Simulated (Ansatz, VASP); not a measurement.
# TaN in VASP and in Ansatz

The input INCAR:

```
PREC = Accurate ; ENCUT = 520
EDIFF = 1E-6 ; ISMEAR = 0
SIGMA = 0.15 ; LREAL = F
LASPH = T ; NELM = 80
ALGO = Normal ; ISIF = 2
LWAVE = F ; LCHARG = F
GGA = PS ; NBANDS = 15
```

The input KPOINTS:

```
regular mesh
0
Gamma
  24 24 24
```

File POSCAR:

```
TaN
1.0
    0.0000000000      2.2206623742      2.1878447036
    2.2206623742      0.0000000000      2.1878447036
    2.2206623742      2.2206623742      0.0000000000
Ta N
1 1
Direct
    0.5000000000      0.5000000000      0.5000000000
    0.0000000000      0.0000000000      0.0000000000
```

Input for Ansatz:

```yaml
crystal:
  lattice:
    - [0.0, 2.2206623742, 2.1878447036]
    - [2.2206623742, 0.0, 2.1878447036]
    - [2.2206623742, 2.2206623742, 0.0]
  atoms:
    - { symbol: Ta, position: [0.5, 0.5, 0.5] }
    - { symbol: "N", position: [0.0, 0.0, 0.0] }
basis:
  ecutwfc: 420
kpoints:
  mp_grid: { grid: [24, 24, 24] }
hamiltonian:
  xc: pbesol
scf:
  occupations: { method: gaussian, width: 0.15 }
output:
  forces: true
  stress: true
  eigenvalues: true
```

Change from the starting cell: strain +0.015 along x and y, +0.000 along z, atoms carried along.

Alike in both runs: task single point; functional PBEsol; k mesh 24 × 24 × 24; occupations gaussian, width 0.15 eV; no spin polarisation.

```csv
,VASP,Ansatz
version,VASP 6.6.1,Ansatz 0.2.0
potentials or method,"VASP PAW PBE potentials, release 64 (Ta_pv, N), cutoff 520 eV","scalar-relativistic, plane waves, PAW"
valence electrons in the cell,16,18
```

|  | VASP | Ansatz | Ansatz less VASP |
| --- | --- | --- | --- |
| gap on the k mesh at the Fermi level (eV) | none | none | - |
| pressure (GPa) | -8.9 | -9.8 | -0.85 |
| traceless stress, the component that is largest in VASP (GPa) | 5.56 | 5.52 | -0.043 |

VASP's potentials were made for PBE, not for PBEsol. A gap of «none» marks a metal or a gap that the smearing closes. VASP's potentials hold 16 valence electrons a cell and Ansatz's 18, so a difference there can come from the potentials and not from the codes.

Spin-orbit coupling is off throughout.
